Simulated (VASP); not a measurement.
Input of a VASP 6.6.1 run:

POSCAR

```
TiAl
1.0
    2.7676947966      0.0000000000      0.0000000000
    0.0000000000      2.7676947966      0.0000000000
    0.0000000000      0.0000000000      4.1236484174
Ti Al
1 1
Direct
    0.5000000000      0.5000000000      0.5000000000
    0.0000000000      0.0000000000      0.0000000000
```

INCAR.step1

```
PREC = Accurate
ENCUT = 520
ISMEAR = 0
SIGMA = 0.1
LREAL = False
LASPH = True
NELM = 100
NBANDS = 14
GGA = PE
ALGO = Normal
EDIFF = 1E-4
LWAVE = True
LCHARG = False
```

Contents of INCAR.step2:

```
PREC = Accurate
ENCUT = 520
EDIFF = 1E-6
ISMEAR = 0
SIGMA = 0.1
LREAL = False
LASPH = True
NELM = 100
ALGO = Normal
ISIF = 2
LWAVE = False
LCHARG = False
METAGGA = R2SCAN
LMIXTAU = True
NBANDS = 14
ISTART = 1
```

The input KPOINTS:

```
regular mesh
0
Gamma
  18 18 14
```

Potentials or basis: VASP PAW PBE potentials, release 64 (Ti_sv, Al).

Command:

```sh
$ cat potpaw_PBE.64/Ti_sv/POTCAR potpaw_PBE.64/Al/POTCAR > POTCAR
$ cp INCAR.step1 INCAR
$ mpirun -np 1 vasp_std > vasp.out
$ cp INCAR.step2 INCAR
$ mpirun -np 1 vasp_std > vasp.out
```

(1) Predict the band gap on the k mesh.

(2) Predict the pressure.

Answers

(1) zero (an odd number of electrons rules out a gap without spin polarisation).

(2) 2.2 GPa.

Caveat: the cell differs from its parent crystal (biaxial strain in the a-b plane: -1.5 %, then relaxed in part); the PAW data sets were made with another functional, which shifts forces and pressure a little.
